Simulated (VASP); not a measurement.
# CaSe: single point with r2SCAN

The system is CaSe.

```
CELL_PARAMETERS angstrom
0.00000 3.27951 3.27951
3.27951 0.00000 3.27951
3.27951 3.27951 0.00000
ATOMIC_POSITIONS crystal
Ca 0.00000 0.00000 0.00000
Se 0.25000 0.25000 0.25000
```

- Program: VASP 6.6.1
- Task: single point
- Functional: r2SCAN
- Potentials or basis: VASP PAW PBE potentials, release 64 (Ca_sv, Se)
- Cutoff: 520 eV
- k mesh: 6 × 6 × 6
- Occupations: tetrahedron
- Spin: no spin polarisation

```json
{
  "Pressure": "0.2 GPa",
  "Band gap on the k mesh": "3.69 eV, indirect (least direct gap 3.78 eV)"
}
```

Levels at points of the mesh, in eV from the valence-band top:
```csv
k point,band 5,band 6,band 7,band 8,band 9,band 10,band 11,band 12
"(0.00, 0.00, 0.00)",-10.72,-0.09,-0.09,-0.09,3.69,5.95,5.95,7.99
"(0.50, 0.00, 0.00)",-10.45,-1.22,-0.01,-0.01,5.62,6.07,6.07,6.40
"(0.50, 0.50, 0.00)",-10.36,-1.24,-0.05,-0.05,3.90,5.56,6.70,6.70
```

It took 92 s on 1 thread of Intel(R) Xeon(R) Platinum 8124M CPU @ 3.00GHz (Skylake/Cascade Lake) (shared host), peak memory 0.22 GiB.

Caveat: the PAW data sets were made with another functional, which shifts forces and pressure a little. r2SCAN opens gaps a little over a GGA but as a rule still falls short of measured ones.
